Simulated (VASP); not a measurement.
**Be2ZnTe2Se: single point with PBE**

Be2ZnTe2Se:

```xyz
6
Lattice="3.8761 0.0000 0.0000 -1.9381 3.3568 0.0000 0.0000 0.0000 10.8287" Properties=species:S:1:pos:R:3 pbc="T T T"
Be    0.0000    2.2379    5.4144
Be    1.9381    1.1189    5.4144
Zn    0.0000    0.0000    5.4144
Te    0.0000    0.0000    8.2035
Te    0.0000    0.0000    2.6252
Se    0.0000    0.0000    0.0000
```

| Property | Result |
| --- | --- |
| Program | VASP 6.6.1 |
| Task | single point |
| Functional | PBE |
| Potentials or basis | VASP PAW PBE potentials, release 64 (Be, Zn, Te, Se) |
| Cutoff | 520 eV |
| k mesh | 12 × 12 × 4 |
| Occupations | gaussian, width 0.1 eV |
| Spin | no spin polarisation |
| Dipole correction | no |
| Further INCAR settings | ALGO = Normal; EDIFF = 1e-06; NBANDS = 26 |

* Pressure: 0.1 GPa
* Band gap on the k mesh: zero (band 17 reaches 5.18 eV, above the bottom of band 18 at 2.38 eV)

Stress tensor (GPa, compression positive):
```
 0.08  0.00  0.00
 0.00  0.08  0.00
 0.00  0.00 -0.01
```

Levels at points of the mesh, in eV from the Fermi level:
| k point | band 14 | band 15 | band 16 | band 17 | band 18 | band 19 | band 20 | band 21 |
| --- | --- | --- | --- | --- | --- | --- | --- | --- |
| (0.00, 0.00, 0.00) | -0.06 | 0.82 | 0.82 | 1.27 | 1.27 | 2.30 | 2.30 | 3.22 |
| (0.50, 0.00, 0.00) | -1.82 | -1.24 | -0.96 | -0.23 | 0.64 | 1.11 | 1.69 | 1.99 |
| (0.00, 0.00, 0.50) | 0.54 | 0.54 | 1.65 | 1.65 | 2.30 | 2.30 | 2.51 | 3.04 |
| (0.50, 0.00, 0.50) | -1.82 | -1.71 | -1.56 | -1.28 | 0.27 | 0.78 | 2.49 | 3.00 |

Run time: 3.1 min on 1 thread of Intel(R) Xeon(R) 6975P-C (Granite Rapids), with other jobs on the host, peak memory 0.41 GiB.

Caveat: spin-orbit coupling is left out, which moves the levels of the heavy elements.
